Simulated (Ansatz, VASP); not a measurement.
# Hf2NO: VASP beside Ansatz

The input INCAR:

```
SYSTEM = Hf2NO
PREC = Accurate ; ENCUT = 600
EDIFF = 1E-7 ; ISMEAR = 0
SIGMA = 0.1 ; LREAL = .FALSE.
LASPH = .TRUE. ; NELM = 60
ALGO = Normal ; ISIF = 3
LWAVE = .FALSE. ; LCHARG = .FALSE.
GGA = PE ; IBRION = 2
NSW = 90 ; EDIFFG = -0.04
```

KPOINTS

```
Automatic mesh
0
G
  6 6 4
  0 0 0
```

File POSCAR:

```
Hf2NO
1.0
    3.4140973300      0.0000000000      0.0000000000
    0.0000000000      3.4140973300      0.0000000000
    0.0000000000      0.0000000000      4.8382135500
Hf N O
2 1 1
Direct
    0.0000000000      0.0000000000      0.5000000000
    0.5000000000      0.5000000000      0.0000000000
    0.0000000000      0.0000000000      0.0000000000
    0.5000000000      0.5000000000      0.5000000000
```

Input for Ansatz:

```yaml
crystal:
  lattice:
    - [3.41409733, 0.0, 0.0]
    - [0.0, 3.41409733, 0.0]
    - [0.0, 0.0, 4.83821355]
  atoms:
    - { symbol: Hf, position: [0.0, 0.0, 0.5] }
    - { symbol: Hf, position: [0.5, 0.5, 0.0] }
    - { symbol: "N", position: [0.0, 0.0, 0.0] }
    - { symbol: O, position: [0.5, 0.5, 0.5] }
basis:
  ecutwfc: 420
kpoints:
  mp_grid: { grid: [6, 6, 4] }
hamiltonian:
  xc: pbe
scf:
  occupations: { method: gaussian, width: 0.1 }
  lower_state_search: "off"
output:
  forces: true
  stress: true
  eigenvalues: true
relax:
  adjacent_minimum: "off"
  f_tol: 0.04
  max_steps: 70
  cell: { stress_tol: 0.4 }
```

Change from the starting cell: species swapped into the CaEuS2 type (P4/mmm, No. 123).

Alike in both runs: task relaxation of cell and atoms; functional PBE; k mesh 6 × 6 × 4; occupations gaussian, width 0.1 eV; no spin polarisation.

|  | VASP | Ansatz |
| --- | --- | --- |
| version | VASP 6.6.1 | Ansatz 0.2.0 |
| potentials or method | VASP PAW PBE potentials, release 64 (Hf_pv, N, O), cutoff 600 eV | scalar-relativistic, plane waves, PAW |
| valence electrons in the cell | 31 | 63 |

Ansatz gave:

```
gap on the k mesh at the Fermi level, each at its own relaxed structure (eV) : none
relaxed volume (Å³/atom)                                                     : 11.87
relaxed cell length with the largest relative difference (Å)                 : 3.231
```

Which values does VASP return?

gap on the k mesh at the Fermi level, each at its own relaxed structure (eV): none; relaxed volume (Å³/atom): 11.70; relaxed cell length with the largest relative difference (Å): 3.214.

A gap of «none» marks a metal or a gap that the smearing closes. VASP's potentials hold 31 valence electrons a cell and Ansatz's 63, so a difference there can come from the potentials and not from the codes.

Neither program's run includes spin-orbit coupling. Noted on VASP's run: the volume moved by over 15 % at a fixed basis, so the end points are rough; too few bands were computed for a metal, which touches its energy and stress.
